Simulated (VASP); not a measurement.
Input of a VASP 6.6.1 run:

Contents of INCAR:

```
ALGO = Normal
EDIFF = 1E-6
ENCUT = 520
GGA = CA
ISIF = 2
ISMEAR = -1
LASPH = True
LCHARG = False
LREAL = False
LWAVE = False
NBANDS = 29
NELM = 100
PREC = Accurate
SIGMA = 0.05
```

KPOINTS

```
k-points
0
Gamma
  8 8 8
```

POSCAR

```
TiSi2
1.0
    1.7532583256     -6.7139158625      0.0000000000
    1.7532583256      6.7139158625      0.0000000000
    0.0000000000      0.0000000000      3.5412459070
Ti Si
2 4
Direct
    0.1031180800      0.8968819200      0.2500000000
    0.8968819200      0.1031180800      0.7500000000
    0.7503148200      0.2496851800      0.2500000000
    0.2496851800      0.7503148200      0.7500000000
    0.4417485500      0.5582514500      0.2500000000
    0.5582514500      0.4417485500      0.7500000000
```

Potentials or basis: VASP PAW LDA potentials, release 64 (Ti_sv, Si).

Launch:

```sh
$ cat potpaw_LDA.64/Ti_sv/POTCAR potpaw_LDA.64/Si/POTCAR > POTCAR
$ mpirun -np 1 vasp_std > vasp.out
```

Task: What does it give for the largest force?

Result: 0.174 eV/Å.

Task: Predict the band gap on the k mesh.

Result: Zero (bands 20 and 21 overlap by 1.03 eV).

Task: What does it give for the pressure?

Result: -2.4 GPa.

Forces in eV/Å, atoms in the order of the input:
```
Ti   0.000  0.009  0.000
Ti   0.000 -0.009  0.000
Si   0.000 -0.011  0.000
Si   0.000  0.011  0.000
Si   0.000  0.174  0.000
Si   0.000 -0.174  0.000
```
